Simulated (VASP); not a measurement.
# Cu5Mo (P4/mmm) in VASP: further runs, part 2 of 2

VASP 6.6.1. The steps go on from the part before.

### Step 3. Single point, PBE

This run uses another cell than the first one, of 12.58 Å³/atom.

INCAR reads:

```
SYSTEM = Cu5Mo
ALGO     = Normal         ! electronic algorithm
EDIFF    = 1E-6           ! SCF threshold, eV
ENCUT    = 600            ! plane-wave cutoff, eV
GGA      = PE             ! functional
GGA_COMPAT= .False.      
ISIF     = 2              ! what is computed and relaxed
ISMEAR   = 0              ! smearing method
LASPH    = .True.         ! aspherical terms in the spheres
LCHARG   = .True.         ! write CHGCAR
LELF     = .True.         ! ELF
LREAL    = .False.        ! projectors in reciprocal space
LVHAR    = .True.       
LWAVE    = .False.        ! write WAVECAR
NBANDS   = 44             ! bands
NELM     = 120            ! most SCF steps
PREC     = Accurate       ! precision mode
SIGMA    = 0.1            ! smearing width, eV
```

KPOINTS reads:

```
k-points
0
Gamma
  6 6 2
  0 0 0
```

POSCAR reads:

```
Cu5Mo
1.0
    2.6000932434      0.0000000000      0.0000000000
    0.0000000000      2.6000932434      0.0000000000
    0.0000000000      0.0000000000     11.1678995469
Cu Mo
5 1
Direct
    0.5000000000      0.5000000000      0.3411417443
    0.5000000000      0.5000000000      0.6588582557
    0.0000000000      0.0000000000      0.1808796864
    0.0000000000      0.0000000000      0.8191203136
    0.0000000000      0.0000000000      0.5000000000
    0.5000000000      0.5000000000      0.0000000000
```

Potentials or basis: VASP PAW PBE potentials, release 64 (Cu, Mo_sv).

On the command line:

```sh
$ cat potpaw_PBE.64/Cu/POTCAR potpaw_PBE.64/Mo_sv/POTCAR > POTCAR
$ mpirun -np 1 vasp_std > vasp.out
```

OUTCAR:

```text
SYSTEM = Cu5Mo
   EDIFF = 1E-6
   ENCUT = 600
   GGA = PE
   ISIF = 2
   ISMEAR = 0
   LASPH = .True.
   LREAL = .False.
   NELM = 120
   PREC = Accurate

 ion  position               nearest neighbor table
   1  0.500  0.500  0.341-   5 2.55   5 2.55   5 2.55   5 2.55   3 2.57   3 2.57   3 2.57   3 2.57

   2  0.500  0.500  0.659-   5 2.55   5 2.55   5 2.55   5 2.55   4 2.57   4 2.57   4 2.57   4 2.57

   3  0.000  0.000  0.181-   1 2.57   1 2.57   1 2.57   1 2.57   6 2.73   6 2.73   6 2.73   6 2.73

   4  0.000  0.000  0.819-   2 2.57   2 2.57   2 2.57   2 2.57   6 2.73   6 2.73   6 2.73   6 2.73

   5  0.000  0.000  0.500-   1 2.55   2 2.55   1 2.55   2 2.55   1 2.55   2 2.55   1 2.55   2 2.55

   6  0.500  0.500  0.000-   3 2.73   4 2.73   3 2.73   4 2.73   3 2.73   4 2.73   3 2.73   4 2.73

  LATTYP: Found a simple tetragonal cell.
 ALAT       =     2.6000932434
 C/A-ratio  =     4.2951919418

  Lattice vectors:

 A1 = (   2.6000932434,   0.0000000000,   0.0000000000)
 A2 = (   0.0000000000,   2.6000932434,   0.0000000000)
 A3 = (   0.0000000000,   0.0000000000,  11.1678995469)

Analysis of symmetry for initial positions (statically):
=====================================================================
 Subroutine PRICEL returns:
 Original cell was already a primitive cell.

 Routine SETGRP: Setting up the symmetry group for a
 simple tetragonal supercell.

 Subroutine GETGRP returns: Found 16 space group operations
 (whereof 16 operations were pure point group operations)
 out of a pool of 16 trial point group operations.

The static configuration has the point symmetry D_4h.

Analysis of symmetry for dynamics (positions and initial velocities):
=====================================================================
 Subroutine PRICEL returns:
 Original cell was already a primitive cell.

[... 130 lines left out ...]
     AMIX_MAG =   1.60;   BMIX_MAG =  1.00
  volume/ion in A,a.u.               =      12.58        84.92
  Fermi-wavevector in a.u.,A,eV,Ry     =   1.588698  3.002204 34.340589  2.523962
  Thomas-Fermi vector in A             =   2.687662
   LORBIT       =      0    0 simple, 1 ext, 2 COOP (PROOUT), +10 PAW based schemes
   GGA     = PE    functional components
   LHFCALC =     F    Hartree Fock is set to
   AEXX    =    0.0000 exact exchange contribution
   IVDW    =     0    specifies the selected vdW correction
   LEPSILON=     F    determine dielectric tensor
   LRPA    =     F    only Hartree local field effects (RPA)
 non-spin polarized calculation
 Gauss-broadening in eV      SIGMA  =   0.10
  energy-cutoff  :      600.00
  volume of cell :       75.50
 maximum number of plane-waves:      2565
 NGX is ok and might be reduce to    24
   NGX = 11   NGY = 11   NGZ = 45

 number of electron      68.9999997 magnetization

 Free energy of the ion-electron system (eV)
  ---------------------------------------------------
  ext. energy  EPLUGINS =         0.00000000
  ---------------------------------------------------
  free energy    TOTEN  =       -29.12189040 eV

  energy without entropy =      -29.10577884  energy(sigma->0) =      -29.11383462

 E-fermi :   8.4582     XC(G=0): -12.7955

 val. band max:        8.4512639483   @ k =   0.1667   0.1667   0.5000
 cond. band min:       8.4598277506   @ k =   0.1667   0.0000   0.0000
 fundamental gap:      0.0085638023
 Fermi energy:         8.4582373129

 k-point     1 :       0.0000    0.0000    0.0000
  band No.  band energies     occupation
      1     -52.5567      2.00000
      2     -26.6558      2.00000
      3     -25.8621      2.00000
      4     -25.8621      2.00000
      5      -0.5401      2.00000
      6       0.6732      2.00000
[... 929 lines left out ...]
     43      15.6129      0.00000
     44      15.6209      0.00000

------------------------ aborting loop because EDIFF is reached ----------------------------------------

  FORCE on cell =-STRESS in cart. coord.  units (eV):
  Direction    XX          YY          ZZ          XY          YZ          ZX
  --------------------------------------------------------------------------------------
  -------------------------------------------------------------------------------------
  Total        0.1208060      0.1208060      0.4806334      0.0000000      0.0000000      0.0000000
  in kB        2.5635976      2.5635976     10.1994128      0.0000000      0.0000000      0.0000000
  external PRESSURE =       5.1088693 kB  Pullay stress =       0.0000000 kB

 VOLUME and BASIS-vectors are now :
 -----------------------------------------------------------------------------
  energy-cutoff  :      600.00
  volume of cell :       75.50
      direct lattice vectors                 reciprocal lattice vectors
     2.600093243  0.000000000  0.000000000     0.384601592  0.000000000  0.000000000
     0.000000000  2.600093243  0.000000000     0.000000000  0.384601592  0.000000000
     0.000000000  0.000000000 11.167899547     0.000000000  0.000000000  0.089542353

 POSITION                                       TOTAL-FORCE (eV/Angst)
 -----------------------------------------------------------------------------------
      1.30005      1.30005      3.80984        -0.000000     -0.000000      0.029794
      1.30005      1.30005      7.35806         0.000000      0.000000     -0.029794
      0.00000      0.00000      2.02005         0.000000      0.000000      0.092783
      0.00000      0.00000      9.14785         0.000000      0.000000     -0.092783
      0.00000      0.00000      5.58395         0.000000      0.000000     -0.000000
      1.30005      1.30005      0.00000         0.000000      0.000000     -0.000000
 -----------------------------------------------------------------------------------
    total drift:                                0.000000     -0.000000     -0.000000

  FREE ENERGIE OF THE ION-ELECTRON SYSTEM (eV)
  ---------------------------------------------------
  free  energy   TOTEN  =       -29.1218903995 eV

  energy  without entropy=      -29.1057788400  energy(sigma->0) =      -29.11383462
```

Run time: 86 s. Hardware: 1 thread of AMD EPYC 9R45 (Zen 5), shared host; peak memory 0.21 GiB.

Results:

- Free energy: -29.1219 eV
- Pressure: 0.5 GPa
- Largest force: 0.093 eV/Å
- Band gap on the k mesh: zero (an odd number of electrons rules out a gap without spin polarisation)

Forces in eV/Å, atoms in the order of the input:
```
Cu   0.000  0.000  0.030
Cu   0.000  0.000 -0.030
Cu   0.000  0.000  0.093
Cu   0.000  0.000 -0.093
Cu   0.000  0.000  0.000
Mo   0.000  0.000  0.000
```

Stress tensor (GPa, compression positive):
```
0.26 0.00 0.00
0.00 0.26 0.00
0.00 0.00 1.02
```

Caveat: the k points lie up to 0.40 Å⁻¹ apart, too coarse for converged energies and pressures of a metal.

### Step 4. Single point, PBE

This run uses another cell than the first one, of 12.58 Å³/atom.

INCAR reads:

```
SYSTEM = Cu5Mo
PREC     = Accurate       ! precision mode
ENCUT    = 520            ! plane-wave cutoff, eV
EDIFF    = 1E-6           ! SCF threshold, eV
ISMEAR   = 0              ! smearing method
SIGMA    = 0.2            ! smearing width, eV
LREAL    = .FALSE.        ! projectors in reciprocal space
LASPH    = .TRUE.         ! aspherical terms in the spheres
NELM     = 100            ! most SCF steps
ALGO     = Normal         ! electronic algorithm
ISIF     = 2              ! what is computed and relaxed
LWAVE    = .FALSE.        ! write WAVECAR
LCHARG   = .TRUE.         ! write CHGCAR
GGA      = PE             ! functional
LELF     = .TRUE.         ! ELF
LVHAR    = .TRUE.       
NBANDS   = 44             ! bands
```

KPOINTS reads:

```
Automatic mesh
0
G
  6 6 2
  0 0 0
```

POSCAR is that of step 3.

Potentials or basis: VASP PAW PBE potentials, release 64 (Cu, Mo_sv).

On the command line:

```sh
$ cat potpaw_PBE.64/Cu/POTCAR potpaw_PBE.64/Mo_sv/POTCAR > POTCAR
$ mpirun -np 1 vasp_std > vasp.out
```

OUTCAR:

```text
SYSTEM = Cu5Mo
   PREC = Accurate
   ENCUT = 520
   EDIFF = 1E-6
   ISMEAR = 0
   LREAL = .FALSE.
   LASPH = .TRUE.
   NELM = 100
   ISIF = 2
   GGA = PE

 ion  position               nearest neighbor table
   1  0.500  0.500  0.341-   5 2.55   5 2.55   5 2.55   5 2.55   3 2.57   3 2.57   3 2.57   3 2.57

   2  0.500  0.500  0.659-   5 2.55   5 2.55   5 2.55   5 2.55   4 2.57   4 2.57   4 2.57   4 2.57

   3  0.000  0.000  0.181-   1 2.57   1 2.57   1 2.57   1 2.57   6 2.73   6 2.73   6 2.73   6 2.73

   4  0.000  0.000  0.819-   2 2.57   2 2.57   2 2.57   2 2.57   6 2.73   6 2.73   6 2.73   6 2.73

   5  0.000  0.000  0.500-   1 2.55   2 2.55   1 2.55   2 2.55   1 2.55   2 2.55   1 2.55   2 2.55

   6  0.500  0.500  0.000-   3 2.73   4 2.73   3 2.73   4 2.73   3 2.73   4 2.73   3 2.73   4 2.73

  LATTYP: Found a simple tetragonal cell.
 ALAT       =     2.6000932434
 C/A-ratio  =     4.2951919418

  Lattice vectors:

 A1 = (   2.6000932434,   0.0000000000,   0.0000000000)
 A2 = (   0.0000000000,   2.6000932434,   0.0000000000)
 A3 = (   0.0000000000,   0.0000000000,  11.1678995469)

Analysis of symmetry for initial positions (statically):
=====================================================================
 Subroutine PRICEL returns:
 Original cell was already a primitive cell.

 Routine SETGRP: Setting up the symmetry group for a
 simple tetragonal supercell.

 Subroutine GETGRP returns: Found 16 space group operations
 (whereof 16 operations were pure point group operations)
 out of a pool of 16 trial point group operations.

The static configuration has the point symmetry D_4h.

Analysis of symmetry for dynamics (positions and initial velocities):
=====================================================================
 Subroutine PRICEL returns:
 Original cell was already a primitive cell.

[... 130 lines left out ...]
     AMIX_MAG =   1.60;   BMIX_MAG =  1.00
  volume/ion in A,a.u.               =      12.58        84.92
  Fermi-wavevector in a.u.,A,eV,Ry     =   1.588698  3.002204 34.340589  2.523962
  Thomas-Fermi vector in A             =   2.687662
   LORBIT       =      0    0 simple, 1 ext, 2 COOP (PROOUT), +10 PAW based schemes
   GGA     = PE    functional components
   LHFCALC =     F    Hartree Fock is set to
   AEXX    =    0.0000 exact exchange contribution
   IVDW    =     0    specifies the selected vdW correction
   LEPSILON=     F    determine dielectric tensor
   LRPA    =     F    only Hartree local field effects (RPA)
 non-spin polarized calculation
 Gauss-broadening in eV      SIGMA  =   0.20
  energy-cutoff  :      520.00
  volume of cell :       75.50
 maximum number of plane-waves:      2064
 NGX is ok and might be reduce to    20
   NGX =  9   NGY =  9   NGZ = 41

 number of electron      68.9999977 magnetization

 Free energy of the ion-electron system (eV)
  ---------------------------------------------------
  ext. energy  EPLUGINS =         0.00000000
  ---------------------------------------------------
  free energy    TOTEN  =       -29.14112556 eV

  energy without entropy =      -29.09434352  energy(sigma->0) =      -29.11773454

 E-fermi :   8.4686     XC(G=0): -12.7958

 val. band max:        8.4594136754   @ k =   0.1667   0.0000   0.0000
 cond. band min:       8.5158307773   @ k =   0.0000   0.0000   0.5000
 fundamental gap:      0.0564171019
 Fermi energy:         8.4685838016

 k-point     1 :       0.0000    0.0000    0.0000
  band No.  band energies     occupation
      1     -52.5483      2.00000
      2     -26.6504      2.00000
      3     -25.8510      2.00000
      4     -25.8510      2.00000
      5      -0.5440      2.00000
      6       0.6706      2.00000
[... 929 lines left out ...]
     43      15.6124      0.00000
     44      15.6144      0.00000

------------------------ aborting loop because EDIFF is reached ----------------------------------------

  FORCE on cell =-STRESS in cart. coord.  units (eV):
  Direction    XX          YY          ZZ          XY          YZ          ZX
  --------------------------------------------------------------------------------------
  -------------------------------------------------------------------------------------
  Total        0.1243719      0.1243719      0.5653152      0.0000000      0.0000000     -0.0000000
  in kB        2.6392672      2.6392672     11.9964267      0.0000000      0.0000000     -0.0000000
  external PRESSURE =       5.7583204 kB  Pullay stress =       0.0000000 kB

 VOLUME and BASIS-vectors are now :
 -----------------------------------------------------------------------------
  energy-cutoff  :      520.00
  volume of cell :       75.50
      direct lattice vectors                 reciprocal lattice vectors
     2.600093243  0.000000000  0.000000000     0.384601592  0.000000000  0.000000000
     0.000000000  2.600093243  0.000000000     0.000000000  0.384601592  0.000000000
     0.000000000  0.000000000 11.167899547     0.000000000  0.000000000  0.089542353

 POSITION                                       TOTAL-FORCE (eV/Angst)
 -----------------------------------------------------------------------------------
      1.30005      1.30005      3.80984         0.000000      0.000000      0.027115
      1.30005      1.30005      7.35806        -0.000000      0.000000     -0.027115
      0.00000      0.00000      2.02005        -0.000000     -0.000000      0.087152
      0.00000      0.00000      9.14785         0.000000     -0.000000     -0.087152
      0.00000      0.00000      5.58395         0.000000      0.000000      0.000000
      1.30005      1.30005      0.00000         0.000000      0.000000      0.000000
 -----------------------------------------------------------------------------------
    total drift:                               -0.000000      0.000000      0.000000

  FREE ENERGIE OF THE ION-ELECTRON SYSTEM (eV)
  ---------------------------------------------------
  free  energy   TOTEN  =       -29.1411255634 eV

  energy  without entropy=      -29.0943435186  energy(sigma->0) =      -29.11773454
```

OSZICAR:

```text
N       E                     dE             d eps       ncg     rms          rms(c)
DAV:   1     0.735841659639E+03    0.73584E+03   -0.31252E+04  1832   0.263E+03
DAV:   2     0.573089161684E+02   -0.67853E+03   -0.65550E+03  1760   0.527E+02
DAV:   3    -0.307555701943E+02   -0.88064E+02   -0.81867E+02  1936   0.225E+02
DAV:   4    -0.355489857901E+02   -0.47934E+01   -0.46324E+01  2660   0.643E+01
[... 10 lines left out ...]
DAV:  15    -0.291411224308E+02   -0.43758E-04   -0.55992E-04  2316   0.316E-01    0.235E-02
DAV:  16    -0.291411275611E+02   -0.51303E-05   -0.85048E-05  1928   0.152E-01    0.120E-02
DAV:  17    -0.291411272535E+02    0.30761E-06   -0.29095E-05  1984   0.972E-02    0.104E-02
DAV:  18    -0.291411256529E+02    0.16006E-05   -0.59140E-06  1776   0.550E-02    0.224E-03
DAV:  19    -0.291411255634E+02    0.89418E-07   -0.83677E-07  1004   0.143E-02
   1 F= -.29141126E+02 E0= -.29117735E+02  d E =-.467820E-01
```

stdout:

```text
POSCAR found type information on POSCAR CuMo
 POSCAR found :  2 types and       6 ions
 scaLAPACK will be used
 LDA part: xc-table for (Slater+PW92), standard interpolation
 POSCAR, INCAR and KPOINTS ok, starting setup
 FFT: planning ... GRIDC
 FFT: planning ... GRID_SOFT
 FFT: planning ... GRID
 WAVECAR not read
 entering main loop
```

Run time: 76 s. Hardware: 1 thread of Intel Xeon Platinum 8375C at 2.90GHz (Ice Lake), shared host; peak memory 0.2 GiB.

Results:

* Free energy: -29.1411 eV
* Pressure: 0.6 GPa
* Largest force: 0.087 eV/Å
* Band gap on the k mesh: zero (an odd number of electrons rules out a gap without spin polarisation)

Forces on the atoms (eV/Å):
```
Cu   0.000  0.000  0.027
Cu   0.000  0.000 -0.027
Cu   0.000  0.000  0.087
Cu   0.000  0.000 -0.087
Cu   0.000  0.000  0.000
Mo   0.000  0.000  0.000
```

Caveat: the k points lie up to 0.40 Å⁻¹ apart, too coarse for converged energies and pressures of a metal.

### Step 5. Overview

```csv
cell,k mesh,cutoff (eV),smearing,gap on the mesh (eV),pressure (GPa),largest force (eV/Å)
"a = 5.319, b = 5.319, c = 4.751 Å, 6 atoms, atomic positions A",3 × 3 × 4,600,gaussian 0.2 eV,none,0.4,0.01
"a = 2.600, b = 2.600, c = 11.168 Å, 6 atoms, atomic positions B",6 × 6 × 2,600,gaussian 0.1 eV,none,0.5,0.09
"a = 2.600, b = 2.600, c = 11.168 Å, 6 atoms, atomic positions B",6 × 6 × 2,520,gaussian 0.2 eV,none,0.6,0.09
```

Alike in all rows: task single point; level PBE; potentials or basis VASP PAW PBE potentials, release 64 (Cu, Mo_sv); no spin polarisation.

Caveats: all runs use coarse meshes.

Absolute energies hang on the potentials; compare differences alone.
